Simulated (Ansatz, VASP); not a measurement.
**CsH: VASP beside Ansatz**

File INCAR:

```
PREC = Accurate ; ENCUT = 520
EDIFF = 1E-6 ; ISMEAR = 0
SIGMA = 0.05 ; LREAL = False
LASPH = True ; NELM = 80
ALGO = Normal ; ISIF = 2
LWAVE = False ; LCHARG = True
LELF = True ; LVHAR = True
NBANDS = 12
```

File KPOINTS:

```
Automatic mesh
0
Gamma
  8 8 8
```

The input POSCAR:

```
CsH
1.0
    0.0000000000      3.1880000000      3.1880000000
    3.1880000000      0.0000000000      3.1880000000
    3.1880000000      3.1880000000      0.0000000000
Cs H
1 1
Direct
    0.0039209536      0.0039209536     -0.0039209536
    0.5000000000      0.5000000000      0.5000000000
```

Input for Ansatz:

```yaml
crystal:
  lattice:
    - [0.0, 3.188, 3.188]
    - [3.188, 0.0, 3.188]
    - [3.188, 3.188, 0.0]
  atoms:
    - { symbol: Cs, position: [0.0039209536, 0.0039209536, -0.0039209536] }
    - { symbol: H, position: [0.5, 0.5, 0.5] }
basis:
  ecutwfc: 420
kpoints:
  mp_grid: { grid: [8, 8, 8] }
hamiltonian:
  xc: lda
scf:
  occupations: { method: gaussian, width: 0.05 }
output:
  forces: true
  stress: true
  eigenvalues: true
```

Change from the starting cell: all Cs atoms moved +0.025 Å, as atom 1 along Cartesian [0 0 1].

Alike in both runs: task single point; functional LDA; k mesh 8 × 8 × 8; occupations gaussian, width 0.05 eV; no spin polarisation.

|  | VASP | Ansatz |
| --- | --- | --- |
| version | VASP 6.6.1 | Ansatz 0.2.0 |
| potentials or method | VASP PAW LDA potentials, release 64 (Cs_sv, H), cutoff 520 eV | scalar-relativistic, plane waves, PAW |
| valence electrons in the cell | 10 | 10 |

Ansatz gave:

| Item | Value |
| --- | --- |
| gap on the k mesh at the Fermi level (eV) | 1.95 |
| least direct gap on the mesh (eV) | 1.95 |
| pressure (GPa) | -1.3 |
| rms of the force components (eV/Å) | 0.007 |

Task: Which values does VASP return?

Result: gap on the k mesh at the Fermi level (eV): 1.94; least direct gap on the mesh (eV): 1.94; pressure (GPa): -1.2; rms of the force components (eV/Å): 0.007.

LDA's correlation is that of Perdew and Zunger in VASP and of Perdew and Wang (1992) in Ansatz. Atom by atom the forces differ by 0.000 eV/Å (rms over components).

Neither program's run includes spin-orbit coupling.
